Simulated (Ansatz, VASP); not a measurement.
Two plane-wave programs on O

```xyz
2
Lattice="9.0000 0.0000 0.0000 0.0000 9.5000 0.0000 0.0000 0.0000 10.0000" Properties=species:S:1:pos:R:3 pbc="T T T"
O     4.5000    4.7500    4.3973
O     4.5000    4.7500    5.6027
```

Alike in both runs: functional r2SCAN; k mesh 1 × 1 × 1; occupations fermi-dirac, width 0.02 eV; collinear spin.

Ansatz relaxed the structure, and its values are those at the end. VASP's run is a single point on that final structure, the one shown.

|  | VASP | Ansatz |
| --- | --- | --- |
| version | VASP 6.6.1 | Ansatz 0.2.0 |
| potentials or method | VASP PAW PBE potentials, release 64 (O_h), cutoff 910 eV | plane waves, PAW |
| valence electrons in the cell | 12 | 12 |

```csv
,VASP,Ansatz,Ansatz less VASP
rms of the force components (eV/Å),0.046,0.002,-0.0434
net moment per atom (μB),1.00,1.00,0.000
size of the moment on the site where the two differ most (μB),0.65,0.57,-0.074
```

VASP's potentials were made for PBE, not for r2SCAN. Site moments also hang on the region over which each program counts them. With one functional, cell and mesh, what is left measures potentials, basis and numerics. Ansatz's warnings: end state compared, stress scf threshold loose.

Noted on VASP's run: the cutoff is short for stress, so the pressure is rough.
